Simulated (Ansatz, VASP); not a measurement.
**CdS in VASP and in Ansatz**

```xyz
2
Lattice="0.0000 2.9737 2.9737 2.9737 0.0000 2.9737 2.9737 2.9737 0.0000" Properties=species:S:1:pos:R:3 pbc="T T T"
Cd    0.0000    0.0000    0.0000
S     1.4869    1.4869    1.4869
```

Change from the starting cell: volume scaled by 1.06, ions relaxed.

Alike in both runs: task relaxation of the atoms; functional PBE; k mesh 13 × 13 × 13; occupations fermi-dirac, width 0.02 eV; no spin polarisation.

```csv
,VASP,Ansatz
version,VASP 6.6.1,Ansatz 0.2.0
potentials or method,"VASP PAW PBE potentials, release 64 (Cd, S)","plane-wave PAW, scalar-relativistic"
plane-wave cutoff (eV),520,420
valence electrons in the cell,18,26
```

|  | VASP | Ansatz | Ansatz less VASP |
| --- | --- | --- | --- |
| gap on the k mesh at the Fermi level, each at its own relaxed structure (eV) | 1.02 | 1.02 | -0.001 |

VASP's potentials hold 18 valence electrons a cell and Ansatz's 26, so a difference there can come from the potentials and not from the codes. Ansatz's warnings: stress scf threshold loose.

Noted on VASP's run: the relaxation stopped at its first step, so nothing moved.
